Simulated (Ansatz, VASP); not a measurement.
**KCl: VASP beside Ansatz**

The input INCAR:

```
ALGO     = Normal         # electronic algorithm
EDIFF    = 1E-6           # SCF threshold, eV
ENCUT    = 500            # plane-wave cutoff, eV
GGA      = PE             # functional
GGA_COMPAT= False        
ISIF     = 2              # what is computed and relaxed
ISMEAR   = 0              # smearing method
LASPH    = True           # aspherical terms in the spheres
LCHARG   = True           # write CHGCAR
LELF     = True           # ELF
LREAL    = False          # projectors in reciprocal space
LVHAR    = True         
LWAVE    = False          # write WAVECAR
NBANDS   = 15             # bands
NELM     = 120            # most SCF steps
PREC     = Accurate       # precision mode
SIGMA    = 0.1            # smearing width, eV
```

Contents of KPOINTS:

```
k-points
0
Gamma
  6 6 6
```

The input POSCAR:

```
KCl
1.0
    0.0000000000      3.1341000000      3.1341000000
    3.1341000000      0.0000000000      3.1341000000
    3.1341000000      3.1341000000      0.0000000000
K Cl
1 1
Direct
    0.0000000000      0.0000000000      0.0000000000
    0.5000000000      0.5000000000      0.5000000000
```

Input for Ansatz:

```yaml
crystal:
  lattice:
    - [0.0, 3.1341, 3.1341]
    - [3.1341, 0.0, 3.1341]
    - [3.1341, 3.1341, 0.0]
  atoms:
    - { symbol: K, position: [0.0, 0.0, 0.0] }
    - { symbol: Cl, position: [0.5, 0.5, 0.5] }
basis:
  ecutwfc: 420
kpoints:
  mp_grid: { grid: [6, 6, 6] }
hamiltonian:
  xc: pbe
  pseudopotentials: { kind: paw, azcp: { folder: soft_1 } }
scf:
  occupations: { method: gaussian, width: 0.1 }
output:
  forces: true
  stress: true
  eigenvalues: true
```

Alike in both runs: task single point; functional PBE; k mesh 6 × 6 × 6; occupations gaussian, width 0.1 eV; no spin polarisation.

|  | VASP | Ansatz |
| --- | --- | --- |
| version | VASP 6.6.1 | Ansatz 0.2.0 |
| potentials or method | VASP PAW PBE potentials, release 64 (K_sv, Cl), cutoff 500 eV | scalar-relativistic, plane waves, PAW |
| valence electrons in the cell | 16 | 16 |

|  | VASP | Ansatz | Ansatz less VASP |
| --- | --- | --- | --- |
| gap on the k mesh at the Fermi level (eV) | 5.23 | 5.23 | +0.003 |
| least direct gap on the mesh (eV) | 5.23 | 5.23 | +0.003 |
| pressure (GPa) | 1.0 | 1.0 | -0.02 |
